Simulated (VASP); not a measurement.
# Bi (Im-3m) in VASP: further runs, part 2 of 2

VASP 6.6.1. Earlier steps stand in the parts before.

### 3 Single point, RPBE+D4

This run uses another cell than the first one, of 29.93 Å³/atom, 1.026 times its volume.

Input file INCAR:

```
SYSTEM = Bi
ALGO = Normal ; EDIFF = 1E-6
ENCUT = 520 ; GGA = RP
ISIF = 2 ; ISMEAR = -1
IVDW = 13 ; LASPH = .True.
LCHARG = .True. ; LELF = .True.
LREAL = .False. ; LVHAR = .True.
LWAVE = .False. ; NBANDS = 14
NELM = 100 ; PREC = Accurate
SIGMA = 0.05
```

Input file KPOINTS:

```
k-points
0
Gamma
  9 9 9
  0 0 0
```

Input file POSCAR:

```
Bi
1.0
   -1.9558379843      1.9558379843      1.9558379843
    1.9558379843     -1.9558379843      1.9558379843
    1.9558379843      1.9558379843     -1.9558379843
Bi
1
Direct
    0.0000000000      0.0000000000      0.0000000000
```

Potentials or basis: VASP PAW PBE potentials, release 64 (Bi_d).

Started as:

```bash
$ cat potpaw_PBE.64/Bi_d/POTCAR > POTCAR
$ mpirun -np 1 vasp_std > vasp.out
```

OUTCAR:

```text
SYSTEM = Bi
   EDIFF = 1E-6
   ENCUT = 520
   GGA = RP
   ISIF = 2
   ISMEAR = -1
   IVDW = 13
   LASPH = .True.
   LREAL = .False.
   NELM = 100
   PREC = Accurate

 ion  position               nearest neighbor table
   1  0.000  0.000  0.000-

  LATTYP: Found a body centered cubic cell.
 ALAT       =     3.9116759686

  Lattice vectors:

 A1 = (  -1.9558379843,   1.9558379843,   1.9558379843)
 A2 = (   1.9558379843,  -1.9558379843,   1.9558379843)
 A3 = (   1.9558379843,   1.9558379843,  -1.9558379843)

Analysis of symmetry for initial positions (statically):
=====================================================================
 Subroutine PRICEL returns:
 Original cell was already a primitive cell.

 Routine SETGRP: Setting up the symmetry group for a
 body centered cubic supercell.

 Subroutine GETGRP returns: Found 48 space group operations
[... 9 lines left out ...]

 Routine SETGRP: Setting up the symmetry group for a
 body centered cubic supercell.

 Subroutine GETGRP returns: Found 48 space group operations
[... 11 lines left out ...]
                                     Primitive cell

  volume of cell :      29.9267

  direct lattice vectors                    reciprocal lattice vectors
    -1.955837984  1.955837984  1.955837984     0.000000000  0.255644897  0.255644897
     1.955837984 -1.955837984  1.955837984     0.255644897  0.000000000  0.255644897
     1.955837984  1.955837984 -1.955837984     0.255644897  0.255644897  0.000000000

  length of vectors
     3.387610760  3.387610760  3.387610760     0.361536480  0.361536480  0.361536480

  position of ions in fractional coordinates (direct lattice)
     0.000000000  0.000000000  0.000000000

  ion indices of the primitive-cell ions
   primitive index   ion index
                 1           1

----------------------------------------------------------------------------------------

 KPOINTS: k-points

Automatic generation of k-mesh.
 Grid dimensions read from file:
 generate k-points for:    9    9    9
[... 89 lines left out ...]
   GGA     = RP    functional components
   LHFCALC =     F    Hartree Fock is set to
   AEXX    =    0.0000 exact exchange contribution
   IVDW    =    13    specifies the selected vdW correction
   LEPSILON=     F    determine dielectric tensor
   LRPA    =     F    only Hartree local field effects (RPA)
 non-spin polarized calculation
  energy-cutoff  :      520.00
  volume of cell :       29.93
 maximum number of plane-waves:       819
 NGX is ok and might be reduce to    28
   NGX = 13   NGY = 13   NGZ = 13

 number of electron      15.0000000 magnetization

 Free energy of the ion-electron system (eV)
  ---------------------------------------------------
  ext. energy  EPLUGINS =         0.00000000
  ---------------------------------------------------
  free energy    TOTEN  =        -3.34381010 eV

  energy without entropy =       -3.33935248  energy(sigma->0) =       -3.34158129

 E-fermi :   8.6171     XC(G=0): -10.4015

 val. band max:        8.5902368815   @ k =   0.2222   0.0000   0.0000
 cond. band min:       8.6322812255   @ k =  -0.2222   0.2222   0.1111
 fundamental gap:      0.0420443440
 Fermi energy:         8.6171159475

 k-point     1 :       0.0000    0.0000    0.0000
  band No.  band energies     occupation
      1     -14.6051      2.00000
      2     -14.6051      2.00000
      3     -14.6051      2.00000
      4     -14.4611      2.00000
      5     -14.4611      2.00000
      6      -5.2604      2.00000
      7      13.9638      0.00000
      8      13.9638      0.00000
      9      13.9638      0.00000
     10      18.1548      0.00000
     11      18.9783      0.00000
     12      18.9783      0.00000
     13      18.9783      0.00000
     14      20.4376      0.00000
[... 377 lines left out ...]
      1     -14.5942      2.00000
      2     -14.5571      2.00000
      3     -14.5075      2.00000
      4     -14.4658      2.00000
      5     -14.3814      2.00000
      6      -1.5270      2.00000
      7       3.9520      2.00000
      8       7.6383      2.00000
      9      11.3089      0.00000
     10      16.0390      0.00000
     11      17.5071      0.00000
     12      18.5365      0.00000
     13      20.1013      0.00000
     14      26.4901      0.00000

 [... further k-points ...]

------------------------ aborting loop because EDIFF is reached ----------------------------------------

  DFT-D4 for vdW energy calculation

  Edisp (eV):   -1.00718

  FORCE on cell =-STRESS in cart. coord.  units (eV):
  Direction    XX          YY          ZZ          XY          YZ          ZX
  --------------------------------------------------------------------------------------
  -------------------------------------------------------------------------------------
  Total      -0.01699    -0.01699    -0.01699     0.00000     0.00000    -0.00000
  in kB      -0.90961    -0.90961    -0.90961     0.00000     0.00000    -0.00000
  external pressure =       -0.91 kB  Pullay stress =        0.00 kB

 VOLUME and BASIS-vectors are now :
 -----------------------------------------------------------------------------
  energy-cutoff  :      520.00
  volume of cell :       29.93
      direct lattice vectors                 reciprocal lattice vectors
    -1.955837984  1.955837984  1.955837984     0.000000000  0.255644897  0.255644897
     1.955837984 -1.955837984  1.955837984     0.255644897  0.000000000  0.255644897
     1.955837984  1.955837984 -1.955837984     0.255644897  0.255644897  0.000000000

 POSITION                                       TOTAL-FORCE (eV/Angst)
 -----------------------------------------------------------------------------------
      0.00000      0.00000      0.00000        -0.000000     -0.000000      0.000000
 -----------------------------------------------------------------------------------
    total drift:                               -0.000000     -0.000000     -0.000000

  FREE ENERGIE OF THE ION-ELECTRON SYSTEM (eV)
  ---------------------------------------------------
  free  energy   TOTEN  =        -4.3509889426 eV

  energy  without entropy=       -4.3465313314  energy(sigma->0) =       -4.34876014
```

It took 22 s on 1 thread of Intel Xeon Platinum 8488C (Sapphire Rapids), shared host; peak memory 0.16 GiB.

What came out:

* Free energy: -4.3510 eV
* Pressure: -0.1 GPa
* Dispersion energy per atom: -1.007 eV

Caveat: the PAW data sets were made with another functional, which shifts forces and pressure a little; spin-orbit coupling is left out, which moves the levels of the heavy elements; pairwise dispersion overbinds metals, which lowers pressure and volume.
